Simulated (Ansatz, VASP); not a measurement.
**LaAgO3 in VASP and in Ansatz**

```
CELL_PARAMETERS angstrom
4.20869 0.00000 0.00000
0.00000 4.20869 0.00000
0.00000 0.00000 4.20869
ATOMIC_POSITIONS crystal
La 0.50000 0.50000 0.50000
Ag 0.00000 0.00000 0.00000
O 0.50000 0.00000 0.00000
O 0.00000 0.50000 0.00000
O 0.00000 0.00000 0.50000
```

Alike in both runs: task single point; functional LDA; k mesh 6 × 6 × 6; occupations fermi-dirac, width 0.15 eV; no spin polarisation.

|  | VASP | Ansatz |
| --- | --- | --- |
| version | VASP 6.6.1 | Ansatz 0.2.0 |
| potentials or method | VASP PAW LDA potentials, release 64 (La, Ag, O), cutoff 520 eV | plane waves, PAW |
| valence electrons in the cell | 40 | 48 |

|  | VASP | Ansatz | Ansatz less VASP |
| --- | --- | --- | --- |
| pressure (GPa) | -19.7 | -19.7 | +0.03 |

LDA's correlation is that of Perdew and Zunger in VASP and of Perdew and Wang (1992) in Ansatz. VASP's potentials hold 40 valence electrons a cell and Ansatz's 48, so a difference there can come from the potentials and not from the codes.

Neither program's run includes spin-orbit coupling.
